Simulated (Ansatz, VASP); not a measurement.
## GaAs in VASP and in Ansatz

File POSCAR:

```
GaAs
1.0
    0.0000000000      2.8268505379      2.8268505379
    2.8268505379      0.0000000000      2.8268505379
    2.8268505379      2.8268505379      0.0000000000
Ga As
1 1
Direct
    0.0000000000      0.0000000000      0.0000000000
    0.7500000000      0.7500000000      0.7500000000
```

File INCAR.step1:

```
ALGO     = Normal         # electronic algorithm
EDIFF    = 1E-5           # SCF threshold, eV
ENCUT    = 520            # plane-wave cutoff, eV
GGA      = PE             # functional
ISIF     = 2              # what is computed and relaxed
ISMEAR   = 0              # smearing method
LASPH    = True           # aspherical terms in the spheres
LCHARG   = False          # write CHGCAR
LREAL    = False          # projectors in reciprocal space
LWAVE    = True           # write WAVECAR
NBANDS   = 16             # bands
NELM     = 80             # most SCF steps
PREC     = Accurate       # precision mode
SIGMA    = 0.05           # smearing width, eV
```

The input INCAR.step2:

```
AEXX     = 0.25           # exact-exchange fraction
ALGO     = Normal         # electronic algorithm
EDIFF    = 1E-6           # SCF threshold, eV
ENCUT    = 520            # plane-wave cutoff, eV
GGA      = PE             # functional
HFSCREEN = 0.15           # screening, 1/A
ISIF     = 2              # what is computed and relaxed
ISMEAR   = 0              # smearing method
ISTART   = 1            
LASPH    = True           # aspherical terms in the spheres
LCHARG   = False          # write CHGCAR
LHFCALC  = True           # exact exchange
LREAL    = False          # projectors in reciprocal space
LWAVE    = False          # write WAVECAR
NBANDS   = 16             # bands
NELM     = 80             # most SCF steps
PREC     = Accurate       # precision mode
PRECFOCK = Normal       
SIGMA    = 0.05           # smearing width, eV
```

The input KPOINTS:

```
k-points
0
Gamma
  4 4 4
```

Input for Ansatz:

```yaml
crystal:
  lattice:
    - [0.0, 2.8268505379, 2.8268505379]
    - [2.8268505379, 0.0, 2.8268505379]
    - [2.8268505379, 2.8268505379, 0.0]
  atoms:
    - { symbol: Ga, position: [0.0, 0.0, 0.0] }
    - { symbol: As, position: [0.75, 0.75, 0.75] }
basis:
  ecutwfc: 420
  ecutrho_ratio: 4
kpoints:
  mp_grid: { grid: [4, 4, 4] }
hamiltonian:
  xc: { preset: hse06, exx: { coeff: 0.25, omega: 0.15 } }
scf:
  occupations: { method: gaussian, width: 0.05 }
  n_extra_bands: 9
output:
  forces: true
  stress: true
  eigenvalues: true
  populations: true
  dos: { projected: true, de: 0.02 }
```

Alike in both runs: task single point; functional PBE-based screened hybrid; k mesh 4 × 4 × 4; occupations gaussian, width 0.05 eV; no spin polarisation.

```csv
,VASP,Ansatz
version,VASP 6.6.1,Ansatz 0.2.0
potentials or method,"VASP PAW PBE potentials, release 64 (Ga_d, As), cutoff 520 eV","scalar-relativistic, plane waves, PAW"
valence electrons in the cell,18,28
```

VASP gave:

```
gap on the k mesh at the Fermi level (eV) : 1.62
least direct gap on the mesh (eV)         : 1.62
pressure (GPa)                            : 1.1
```

Problem. Estimate Ansatz's values.

Solution. gap on the k mesh at the Fermi level (eV): 1.62; least direct gap on the mesh (eV): 1.62; pressure (GPa): 1.3.

VASP's potentials were made for PBE, not for PBE-based screened hybrid. With one functional, cell and mesh, what is left measures potentials, basis and numerics. VASP's potentials hold 18 valence electrons a cell and Ansatz's 28, so a difference there can come from the potentials and not from the codes. Ansatz's warnings: stress exchange threshold loose, stress scf threshold loose.

The k mesh is coarse, so the values compare programs but aren't converged.
